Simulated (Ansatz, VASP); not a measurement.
One calculation of Ga3B2As, two programs

```xyz
6
Lattice="3.1681 1.8291 3.3897 -3.1681 1.8291 3.3897 0.0000 -3.6583 3.3897" Properties=species:S:1:pos:R:3 pbc="T T T"
Ga    0.0000    1.8291    3.3897
Ga   -1.5841   -0.9146    3.3897
Ga    1.5841   -0.9146    3.3897
B     0.0000    0.0000    5.8896
B     0.0000    0.0000    4.2795
As    0.0000    0.0000    0.0000
```

Alike in both runs: functional PBE; k mesh 12 × 12 × 12; occupations gaussian, width 0.1 eV; no spin polarisation.

Ansatz relaxed the structure, and its values are those at the end. VASP's run is a single point on that final structure, the one shown.

|  | VASP | Ansatz |
| --- | --- | --- |
| version | VASP 6.6.1 | Ansatz 0.2.0 |
| potentials or method | VASP PAW PBE potentials, release 64 (Ga_d, B, As), cutoff 520 eV | scalar-relativistic, plane waves, PAW |
| valence electrons in the cell | 50 | 60 |

VASP gave:

| Quantity | Value |
| --- | --- |
| gap on the k mesh at the Fermi level (eV) | none |
| pressure (GPa) | 0.0 |
| rms of the force components (eV/Å) | 0.005 |

Question: Which values does Ansatz return?

Answer: gap on the k mesh at the Fermi level (eV): none; pressure (GPa): 0.0; rms of the force components (eV/Å): 0.003.

A gap of «none» marks a metal or a gap that the smearing closes. With one functional, cell and mesh, what is left measures potentials, basis and numerics. VASP's potentials hold 50 valence electrons a cell and Ansatz's 60, so a difference there can come from the potentials and not from the codes.
